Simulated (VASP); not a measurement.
As: single point with PBE+D3(BJ)

As, a slab with vacuum:

```
As
1.0
     3.57800    0.00000    0.00000
    -1.78900    3.09864    0.00000
     0.00000    0.00000   28.57424
As
2
Cartesian
  0.0000 2.0658 13.9876
  1.7890 1.0329 14.5866
```

| Quantity | Value |
| --- | --- |
| Program | VASP 6.6.1 |
| Task | single point |
| Functional | PBE |
| Dispersion | D3(BJ) |
| Potentials or basis | VASP PAW PBE potentials, release 64 (As) |
| Cutoff | 520 eV |
| k mesh | 9 × 9 × 1 |
| Occupations | gaussian, width 0.02 eV |
| Spin | no spin polarisation |
| Dipole correction | yes |
| Further INCAR settings | ALGO = Normal; EDIFF = 1e-07; NBANDS = 12 |

```
Largest force                   : 5.231 eV/Å
Band gap on the k mesh          : zero (band 5 reaches -2.03 eV, above the bottom of band 6 at -3.51 eV)
Dispersion energy per atom      : -0.219 eV
Work function of the upper face : 3.96 eV
Work function of the lower face : 3.96 eV
```

Forces on the atoms (eV/Å):
```
As   0.000  0.000 -5.231
As   0.000  0.000  5.231
```

Levels at points of the mesh, in eV from the Fermi level:
| k point | band 2 | band 3 | band 4 | band 5 | band 6 | band 7 | band 8 | band 9 |
| --- | --- | --- | --- | --- | --- | --- | --- | --- |
| (0.00, 0.00, 0.00) | -6.60 | -4.06 | -4.06 | -1.48 | 0.77 | 1.57 | 1.57 | 3.58 |

It took 2.8 min on 1 thread of Intel Xeon 8259CL (shared host), peak memory 0.42 GiB.
